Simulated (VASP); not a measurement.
Crystal: NaI.

```
Na I
1.0
     5.41648    0.00000    0.00000
    -2.70824    4.69081    0.00000
     0.00000    0.00000    6.45918
Na I
2 2
Direct
  0.33333 0.66667 0.93745
  0.66667 0.33333 0.43745
  0.33333 0.66667 0.43755
  0.66667 0.33333 0.93755
```

Base run:

| Property | Result |
| --- | --- |
| Program | VASP 6.6.1 |
| Functional | PBE |
| Potentials or basis | VASP PAW PBE potentials, release 64 (Na_pv, I) |
| Cutoff | 520 eV |
| k mesh | 6 × 6 × 4 |
| Occupations | gaussian, width 0.01 eV |
| Spin | no spin polarisation |

Its results: band gap on the k mesh 3.56 eV; pressure 0.4 GPa.

Question: The run is repeated on the same cell with these changes: functional from PBE to r2SCAN; further incar settings from ALGO = Normal; EDIFF = 1e-06; NBANDS = 22 to ALGO = Normal; EDIFF = 1e-07; NBANDS = 22. What comes out?

Answer: Band gap on the k mesh 4.19 eV; pressure -0.1 GPa.

Caveats: spin-orbit coupling is left out, which moves the levels of the heavy elements; the PAW data sets were made with another functional, which shifts forces and pressure a little (at least some runs).

A k mesh can miss the band edges.
